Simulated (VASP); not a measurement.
# B5C2 (I4mm) in VASP: single point with PBE

Aim: the single point of B5C2 with PBE.

Program: VASP 6.6.1. These are calculated values, not measurements. Logs are shortened: lines on timing, memory, paths and dates and some standing lists are left out, and cuts for length are marked.

## Step 1: The cell of the first run

The structure is tetragonal, space group I4mm (No. 107). The conventional cell has a = 3.879 Å, b = 3.879 Å, c = 7.714 Å, α = 90.00°, β = 90.00°, γ = 90.00°. B (site symmetry m) has 2 C at 1.61 Å and 5 B at 1.74 to 1.94 Å within 2.1 Å. Within 2.3 Å of B (site symmetry 4mm) lie 4 B at 1.74 Å. Within 2.1 Å of C (site symmetry 2mm) lie 4 B at 1.61 Å.

The cell was built from a structure type or drawn by symmetry, and may not be a known phase.

## Step 2: Single point, PBE

The input, INCAR:

```
SYSTEM = B5C2
  PREC = Accurate
  ENCUT = 600
  EDIFF = 1E-6
  ISMEAR = 0
  SIGMA = 0.2
  LREAL = .False.
  LASPH = .True.
  NELM = 120
  ALGO = Normal
  ISIF = 2
  LWAVE = .False.
  LCHARG = .False.
  GGA = PE
  NBANDS = 20
  GGA_COMPAT = .False.
```

The input, KPOINTS:

```
Automatic mesh
0
Gamma
  5 5 5
  0 0 0
```

The input, POSCAR:

```
B5C2
1.0
   -1.9396606089      1.9396606089      3.8570488052
    1.9396606089     -1.9396606089      3.8570488052
    1.9396606089      1.9396606089     -3.8570488052
B C
5 2
Direct
    0.8031533843      0.3039585904      1.0000008655
    0.3039577249      0.8031525188     -0.0000008655
    0.3039585904      0.3039577249      0.5008052061
    0.8031525188      0.8031533843      0.4991947939
    0.1924407584      0.1924407584      0.0000000000
    0.9454437916      0.4454437916      0.5000000000
    0.4454437916      0.9454437916      0.5000000000
```

Potentials or basis: VASP PAW PBE potentials, release 64 (B, C).

Run with:

```
> cat potpaw_PBE.64/B/POTCAR potpaw_PBE.64/C/POTCAR > POTCAR
> mpirun -np 1 vasp_std > vasp.out
```

OUTCAR:

```text
SYSTEM = B5C2
   PREC = Accurate
   ENCUT = 600
   EDIFF = 1E-6
   ISMEAR = 0
   LREAL = .False.
   LASPH = .True.
   NELM = 120
   ISIF = 2
   GGA = PE

 ion  position               nearest neighbor table
   1  0.803  0.304  0.000-   6 1.61   7 1.61   5 1.74   3 1.94   4 1.94   4 1.94   3 1.94
   2  0.304  0.803  1.000-   6 1.61   7 1.61   5 1.74   4 1.94   3 1.94   3 1.94   4 1.94
   3  0.304  0.304  0.501-   7 1.61   6 1.61   5 1.74   2 1.94   1 1.94   1 1.94   2 1.94
   4  0.803  0.803  0.499-   7 1.61   6 1.61   5 1.74   2 1.94   1 1.94   1 1.94   2 1.94
   5  0.192  0.192  0.000-   3 1.74   1 1.74   4 1.74   2 1.74
   6  0.945  0.445  0.500-   2 1.61   1 1.61   3 1.61   4 1.61
   7  0.445  0.945  0.500-   4 1.61   3 1.61   2 1.61   1 1.61

  LATTYP: Found a body centered tetragonal cell.
 ALAT       =     3.8793212178
 C/A-ratio  =     1.9885173661

  Lattice vectors:

 A1 = (  -1.9396606089,   1.9396606089,   3.8570488052)
 A2 = (   1.9396606089,  -1.9396606089,   3.8570488052)
 A3 = (   1.9396606089,   1.9396606089,  -3.8570488052)

Analysis of symmetry for initial positions (statically):
=====================================================================
 Subroutine PRICEL returns:
 Original cell was already a primitive cell.

 Routine SETGRP: Setting up the symmetry group for a
 body centered tetragonal supercell.

 Subroutine GETGRP returns: Found  8 space group operations
 (whereof  8 operations were pure point group operations)
 out of a pool of 16 trial point group operations.

The static configuration has the point symmetry C_4v.

Analysis of symmetry for dynamics (positions and initial velocities):
=====================================================================
 Subroutine PRICEL returns:
 Original cell was already a primitive cell.

 Routine SETGRP: Setting up the symmetry group for a
 body centered tetragonal supercell.

 Subroutine GETGRP returns: Found  8 space group operations
 (whereof  8 operations were pure point group operations)
 out of a pool of 16 trial point group operations.

The dynamic configuration has the point symmetry C_4v.

 Subroutine INISYM returns: Found  8 space group operations
 (whereof  8 operations are pure point group operations),
 and found     1 'primitive' translations

----------------------------------------------------------------------------------------

                                     Primitive cell

  volume of cell :      58.0452

  direct lattice vectors                    reciprocal lattice vectors
    -1.939660609  1.939660609  3.857048805     0.000000000  0.257777055  0.129632791
     1.939660609 -1.939660609  3.857048805     0.257777055  0.000000000  0.129632791
     1.939660609  1.939660609 -3.857048805     0.257777055  0.257777055  0.000000000

  length of vectors
     4.733010885  4.733010885  4.733010885     0.288537122  0.288537122  0.364551808

  position of ions in fractional coordinates (direct lattice)
     0.803153384  0.303958590  0.000000865
     0.303957725  0.803152519  0.999999135
     0.303958590  0.303957725  0.500805206
     0.803152519  0.803153384  0.499194794
     0.192440758  0.192440758  0.000000000
     0.945443792  0.445443792  0.500000000
     0.445443792  0.945443792  0.500000000

  ion indices of the primitive-cell ions
   primitive index   ion index
                 1           1
                 2           2
                 3           3
                 4           4
                 5           5
                 6           6
                 7           7

----------------------------------------------------------------------------------------

 KPOINTS: Automatic mesh

Automatic generation of k-mesh.
 Grid dimensions read from file:
 generate k-points for:    5    5    5

 Generating k-lattice:

  Cartesian coordinates                     Fractional coordinates (reciprocal lattice)
     0.000000000  0.051555411  0.025926558     0.200000000  0.000000000 -0.000000000
     0.051555411  0.000000000  0.025926558     0.000000000  0.200000000 -0.000000000
     0.051555411  0.051555411  0.000000000     0.000000000  0.000000000  0.200000000

  Length of vectors
     0.057707424  0.057707424  0.072910362

  Shift w.r.t. Gamma in fractional coordinates (k-lattice)
     0.000000000  0.000000000  0.000000000

 Subroutine IBZKPT returns following result:
 ===========================================

 Found     18 irreducible k-points:

 Following reciprocal coordinates:
            Coordinates               Weight
  0.000000  0.000000  0.000000      1.000000
  0.200000  0.000000 -0.000000      8.000000
  0.400000  0.000000  0.000000      8.000000
  0.200000  0.200000 -0.000000      8.000000
  0.400000  0.200000 -0.000000     16.000000
 -0.400000  0.200000  0.000000     16.000000
[... 10 lines left out ...]
 -0.400000  0.400000  0.400000      4.000000
 -0.400000 -0.400000  0.400000      2.000000
   k-points           NKPTS =     18   k-points in BZ     NKDIM =     18   number of bands    NBANDS=     20
   number of dos      NEDOS =    301   number of ions     NIONS =      7
   total plane-waves  NPLWV =  64000
   dimension x,y,z NGX =    40 NGY =   40 NGZ =   40
   dimension x,y,z NGXF=    80 NGYF=   80 NGZF=   80
   ions per type =               5   2
   NGX,Y,Z   is equivalent  to a cutoff of  14.05, 14.05, 14.05 a.u.
   NGXF,Y,Z  is equivalent  to a cutoff of  28.10, 28.10, 28.10 a.u.
 SYSTEM =  B5C2
   PREC   = accura    normal or accurate (medium, high low for compatibility)
   ISTART =      0    job   : 0-new  1-cont  2-samecut
   ICHARG =      2    charge: 1-file 2-atom 10-const
   ISPIN  =      1    spin polarized calculation?
   LNONCOLLINEAR =      F non collinear calculations
   LSORBIT =      F    spin-orbit coupling
   LASPH  =      T    aspherical Exc in radial PAW
   ENCUT  =  600.0 eV  44.10 Ry    6.64 a.u.   9.45  9.45  9.45*2*pi/ulx,y,z
   NELM   =    120;   NELMIN=  2; NELMDL= -5     # of ELM steps
   EDIFF  = 0.1E-05   stopping-criterion for ELM
   LREAL  =      F    real-space projection
   EDIFFG = 0.1E-04   stopping-criterion for IOM
   NSW    =      0    number of steps for IOM
   IBRION =     -1    ionic relax: 0-MD 1-quasi-New 2-CG
   NFREE  =      0    steps in history (QN), initial steepest desc. (CG)
   ISIF   =      2    stress and relaxation
   ISYM   =      2    0-nonsym 1-usesym 2-fastsym
   POTIM  = 0.5000    time-step for ionic-motion
   TEBEG  =    0.0;   TEEND  =   0.0 temperature during run
   PSTRESS=    0.0 pullay stress
   NELECT =      23.0000    total number of electrons
   NUPDOWN=      -1.0000    fix difference up-down
   EMIN   =  10.00;   EMAX   =-10.00  energy-range for DOS
   EFERMI =   0.00;   METHOD = LEGACY
   ISMEAR =     0;   SIGMA  =   0.20  broadening in eV -4-tet -1-fermi 0-gaus
   EFERMI_NEDOS =   21; number of points for ismear=-14 and -15
   IALGO  =     38    algorithm
   IMIX   =      4    mixing-type and parameters
     AMIX     =   0.40;   BMIX     =  1.00
     AMIX_MAG =   1.60;   BMIX_MAG =  1.00
  volume/ion in A,a.u.               =       8.29        55.96
  Fermi-wavevector in a.u.,A,eV,Ry     =   1.202436  2.272274 19.672009  1.445852
  Thomas-Fermi vector in A             =   2.338217
   LORBIT       =      0    0 simple, 1 ext, 2 COOP (PROOUT), +10 PAW based schemes
   GGA     = PE    functional components
   LHFCALC =     F    Hartree Fock is set to
   AEXX    =    0.0000 exact exchange contribution
   IVDW    =     0    specifies the selected vdW correction
   LEPSILON=     F    determine dielectric tensor
   LRPA    =     F    only Hartree local field effects (RPA)
 non-spin polarized calculation
 Gauss-broadening in eV      SIGMA  =   0.20
  energy-cutoff  :      600.00
  volume of cell :       58.05
 maximum number of plane-waves:      1975
 NGX is ok and might be reduce to    40
   NGX = 19   NGY = 19   NGZ = 19

 number of electron      23.0000000 magnetization

 Free energy of the ion-electron system (eV)
  ---------------------------------------------------
  ext. energy  EPLUGINS =         0.00000000
  ---------------------------------------------------
  free energy    TOTEN  =       -45.15117028 eV

  energy without entropy =      -45.10090480  energy(sigma->0) =      -45.12603754

 E-fermi :   4.8395     XC(G=0): -10.9083

 val. band max:        4.8022708825   @ k =   0.2000   0.2000  -0.0000
 cond. band min:       4.8612054812   @ k =   0.4000   0.4000  -0.0000
 fundamental gap:      0.0589345986
 Fermi energy:         4.8394916569

 k-point     1 :       0.0000    0.0000    0.0000
  band No.  band energies     occupation
      1     -12.6612      2.00000
      2      -8.6660      2.00000
      3      -4.6291      2.00000
      4      -3.2877      2.00000
      5      -3.2877      2.00000
      6      -1.4564      2.00000
[... 12 lines left out ...]
     19      13.1618      0.00000
     20      15.0547      0.00000

 k-point     2 :       0.2000    0.0000   -0.0000
  band No.  band energies     occupation
      1     -12.3727      2.00000
      2      -9.1187      2.00000
      3      -5.2335      2.00000
      4      -3.1297      2.00000
      5      -2.9687      2.00000
      6      -1.5500      2.00000
[... 12 lines left out ...]
     19      13.5102      0.00000
     20      14.3573      0.00000
[... 327 lines left out ...]
      3      -5.9434      2.00000
      4      -3.8993      2.00000
      5      -3.4171      2.00000
      6      -1.4667      2.00000
[... 12 lines left out ...]
     19      13.1326      0.00000
     20      14.1979      0.00000

 k-point    18 :      -0.4000   -0.4000    0.4000
  band No.  band energies     occupation
      1     -12.4081      2.00000
      2      -8.7553      2.00000
      3      -5.7834      2.00000
      4      -3.5908      2.00000
      5      -3.5908      2.00000
      6      -2.4672      2.00000
[... 12 lines left out ...]
     19      12.0130      0.00000
     20      13.1116      0.00000

------------------------ aborting loop because EDIFF is reached ----------------------------------------

  FORCE on cell =-STRESS in cart. coord.  units (eV):
  Direction    XX          YY          ZZ          XY          YZ          ZX
  --------------------------------------------------------------------------------------
  -------------------------------------------------------------------------------------
  Total       -0.0905157     -0.0905157     -0.1328681      0.0000000     -0.0000000      0.0000000
  in kB       -2.4984349     -2.4984349     -3.6674546      0.0000000     -0.0000000      0.0000000
  external PRESSURE =      -2.8881081 kB  Pullay stress =       0.0000000 kB

 VOLUME and BASIS-vectors are now :
 -----------------------------------------------------------------------------
  energy-cutoff  :      600.00
  volume of cell :       58.05
      direct lattice vectors                 reciprocal lattice vectors
    -1.939660609  1.939660609  3.857048805     0.000000000  0.257777055  0.129632791
     1.939660609 -1.939660609  3.857048805     0.257777055  0.000000000  0.129632791
     1.939660609  1.939660609 -3.857048805     0.257777055  0.257777055  0.000000000

 POSITION                                       TOTAL-FORCE (eV/Angst)
 -----------------------------------------------------------------------------------
     -0.96827      0.96827      4.27018        -0.000286      0.000286      0.007022
      2.90793      0.97139      0.41313         0.000286     -0.000286      0.007022
      0.97139      0.97139      0.41313        -0.000286     -0.000286      0.007022
      0.96827      0.96827      4.27018         0.000286      0.000286      0.007022
      0.00000      0.00000      1.48451         0.000000      0.000000      0.018992
      0.00000      1.93966      3.43620        -0.000000      0.000000     -0.023539
      1.93966      0.00000      3.43620         0.000000     -0.000000     -0.023539
 -----------------------------------------------------------------------------------
    total drift:                               -0.000001     -0.000001      0.000065

  FREE ENERGIE OF THE ION-ELECTRON SYSTEM (eV)
  ---------------------------------------------------
  free  energy   TOTEN  =       -45.1511702848 eV

  energy  without entropy=      -45.1009048003  energy(sigma->0) =      -45.12603754
```

Run time: 37 s. Hardware: 1 thread of Intel Xeon Platinum 8488C (Sapphire Rapids), shared host; peak memory 0.23 GiB.

Results:

```yaml
Free_energy: -45.1512 eV
Pressure: -0.3 GPa
Largest_force: 0.024 eV/Å
Band_gap_on_the_k_mesh: zero (an odd number of electrons rules out a gap without spin polarisation)
```

Forces on the atoms (eV/Å):
```
B    0.000  0.000  0.007
B    0.000  0.000  0.007
B    0.000  0.000  0.007
B    0.000  0.000  0.007
B    0.000  0.000  0.019
C    0.000  0.000 -0.024
C    0.000  0.000 -0.024
```

Stress tensor (GPa, compression positive):
```
-0.25  0.00  0.00
 0.00 -0.25  0.00
 0.00  0.00 -0.37
```

Caveat: the k points lie up to 0.36 Å⁻¹ apart, too coarse for converged energies and pressures of a metal.
